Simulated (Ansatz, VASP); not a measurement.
## TiCo in VASP and in Ansatz

File INCAR:

```
SYSTEM = TiCo
ALGO = Normal
EDIFF = 1E-7
ENCUT = 520
GGA = PS
ISIF = 2
ISMEAR = 0
ISPIN = 2
LASPH = .True.
LCHARG = .True.
LELF = .True.
LMAXMIX = 4
LORBIT = 11
LREAL = .False.
LVHAR = .True.
LWAVE = .False.
MAGMOM = 0 0.75
NBANDS = 22
NELM = 150
PREC = Accurate
SIGMA = 0.1
```

KPOINTS

```
k-points
0
Gamma
  18 18 18
  0 0 0
```

The input POSCAR:

```
TiCo
1.0
    2.9385074037      0.0000000000      0.0000000000
    0.0000000000      2.9385074037      0.0000000000
    0.0000000000      0.0000000000      2.9385074037
Ti Co
1 1
Direct
    0.0000000000      0.0000000000      0.0000000000
    0.5000000000      0.5000000000      0.5000000000
```

Input for Ansatz:

```yaml
crystal:
  lattice:
    - [2.9385073288, 0.0, 0.0]
    - [0.0, 2.9385073288, 0.0]
    - [0.0, 0.0, 2.9385073288]
  atoms:
    - { symbol: Ti, position: [0.0, 0.0, 0.0] }
    - { symbol: Co, position: [0.5, 0.5, 0.5], spin: 0.75 }
basis:
  ecutwfc: 420
kpoints:
  mp_grid: { grid: [18, 18, 18] }
hamiltonian:
  xc: pbesol
scf:
  occupations: { method: gaussian, width: 0.1 }
output:
  forces: true
  stress: true
  eigenvalues: true
  populations: true
magnetization:
  spin_polarized: true
```

Alike in both runs: task single point; functional PBEsol; k mesh 18 × 18 × 18; occupations gaussian, width 0.1 eV; collinear spin.

|  | VASP | Ansatz |
| --- | --- | --- |
| version | VASP 6.6.1 | Ansatz 0.2.0 |
| potentials or method | VASP PAW PBE potentials, release 64 (Ti_sv, Co), cutoff 520 eV | scalar-relativistic, plane waves, PAW |
| valence electrons in the cell | 21 | 29 |

|  | VASP | Ansatz | Ansatz less VASP |
| --- | --- | --- | --- |
| gap on the k mesh at the Fermi level (eV) | none | none | - |
| pressure (GPa) | -0.2 | 0.5 | +0.66 |
| net moment per atom (μB) | 0.35 | 0.37 | +0.021 |
| size of the moment on the site where the two differ most (μB) | 0.72 | 0.77 | +0.056 |

VASP's potentials were made for PBE, not for PBEsol. Site moments also hang on the region over which each program counts them. A gap of «none» marks a metal or a gap that the smearing closes. VASP's potentials hold 21 valence electrons a cell and Ansatz's 29, so a difference there can come from the potentials and not from the codes.
